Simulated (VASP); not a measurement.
**Mo: single point with r2SCAN**

Crystal: Mo.

```
Mo
1.0
    -1.66526    1.57100    1.57100
     1.66526   -1.57100    1.57100
     1.66526    1.57100   -1.57100
Mo
1
Direct
  0.00000 0.00000 0.00000
```

This cell differs from its parent crystal: strain +0.0600 x Voigt [1, 0, 0, 0, 0, 0].

```json
{
 "Program": "VASP 6.6.1",
 "Task": "single point",
 "Functional": "r2SCAN",
 "Potentials or basis": "VASP PAW PBE potentials, release 64 (Mo_sv)",
 "Cutoff": "520 eV",
 "k mesh": "22 × 22 × 22",
 "Occupations": "gaussian, width 0.15 eV",
 "Spin": "no spin polarisation"
}
```

The pressure is -10.9 GPa and the band gap on the k mesh is zero (bands 7 and 8 overlap by 4.79 eV).

Stress tensor (GPa, compression positive):
```
-21.70   0.00   0.00
  0.00  -5.52   0.00
  0.00   0.00  -5.52
```

Levels at points of the mesh, in eV from the Fermi level:
```
           k point  band 5  band 6  band 7  band 8  band 9  band 10
(0.00, 0.00, 0.00)   -7.49   -1.51   -1.51   -0.87    1.38     2.19
(0.50, 0.00, 0.00)   -5.33   -3.79    1.71    2.31    2.69     4.65
(0.00, 0.50, 0.00)   -5.27   -3.09    1.25    1.31    2.49     4.50
(0.50, 0.50, 0.50)   -5.31   -5.18    3.74    3.92    3.92     8.03
```

Run time: 9 min on 1 thread of Intel Xeon 8259CL, with other jobs on the host, peak memory 0.29 GiB.

Caveat: the cell differs from its parent crystal (strain +0.0600 x Voigt [1, 0, 0, 0, 0, 0]); the cell stands under tension; the PAW data sets were made with another functional, which shifts forces and pressure a little.
